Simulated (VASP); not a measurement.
Write the native input for VASP 6.6.1 that does the following.

```yaml
Task: single point
Functional: PBE
Potentials_or_basis: VASP PAW PBE potentials, release 64 (Ga_d, N)
Cutoff: 700 eV
k_mesh: 1 × 1 × 1, shifted
Occupations: fermi-dirac, width 0.01 eV
Spin: no spin polarisation
Dipole_correction: no
Further_INCAR_settings: LREAL = Auto; ALGO = Normal; EDIFF = 1e-06; NBANDS = 166; ISYM = -1
```

The structure of GaN lies in POSCAR:

```
GaN
1.0
    6.4372426918      0.0000000000      0.0000000000
   -3.2186213459      5.5748157015      0.0000000000
    0.0000000000      0.0000000000     10.4870679887
Ga N
16 16
Direct
    0.3333333334      0.1666666666      0.2495684330
    0.1666666666      0.3333333334      0.4995684330
    0.3333333334      0.1666666666      0.7495684330
    0.1666666666      0.3333333334      0.9995684330
    0.3333333334      0.6666666666      0.2495684330
    0.1666666666      0.8333333333      0.4995684330
    0.3333333334      0.6666666666      0.7495684330
    0.1666666666      0.8333333333      0.9995684330
    0.8333333333      0.1666666666      0.2495684330
    0.6666666666      0.3333333334      0.4995684330
    0.8333333333      0.1666666666      0.7495684330
    0.6666666666      0.3333333334      0.9995684330
    0.8333333333      0.6666666666      0.2495684330
    0.6666666666      0.8333333333      0.4995684330
    0.8333333333      0.6666666666      0.7495684330
    0.6666666666      0.8333333333      0.9995684330
    0.3333333334      0.1666666666      0.4379315670
    0.1666666666      0.3333333334      0.1879315670
    0.3333333334      0.1666666666      0.9379315670
    0.1666666666      0.3333333334      0.6879315670
    0.3333333334      0.6666666666      0.4379315670
    0.1666666666      0.8333333333      0.1879315670
    0.3333333334      0.6666666666      0.9379315670
    0.1666666666      0.8333333333      0.6879315670
    0.8333333333      0.1666666666      0.4379315670
    0.6666666666      0.3333333334      0.1879315670
    0.8333333333      0.1666666666      0.9379315670
    0.6666666666      0.3333333334      0.6879315670
    0.8333333333      0.6666666666      0.4379315670
    0.6666666666      0.8333333333      0.1879315670
    0.8333333333      0.6666666666      0.9379315670
    0.6666666666      0.8333333333      0.6879315670
```

One way to write it, as run:

INCAR

```
PREC = Accurate
ENCUT = 700
EDIFF = 1E-6
ISMEAR = -1
SIGMA = 0.01
LREAL = Auto
LASPH = True
NELM = 120
ALGO = Normal
ISIF = 2
LWAVE = False
LCHARG = True
GGA = PE
LELF = True
LVHAR = True
NBANDS = 166
GGA_COMPAT = False
ISYM = -1
```

KPOINTS

```
explicit points
1
Reciprocal
  0.25000000   0.25000000   0.25000000 1
```

Potentials or basis: VASP PAW PBE potentials, release 64 (Ga_d, N).

Run with:

```console
$ cat potpaw_PBE.64/Ga_d/POTCAR potpaw_PBE.64/N/POTCAR > POTCAR
$ mpirun -np 1 vasp_std > vasp.out
```

Results of the run:

```json
{
 "Pressure": "-0.9 GPa",
 "Largest force": "0.086 eV/Å",
 "Band gap on the k mesh": "4.50 eV"
}
```

Caveat: a shifted mesh leaves out Γ, where band edges can lie.

Run time: 8.6 min on 1 thread of Intel(R) Xeon(R) Platinum 8375C CPU @ 2.90GHz (Ice Lake), with other jobs on the host, peak memory 0.59 GiB.
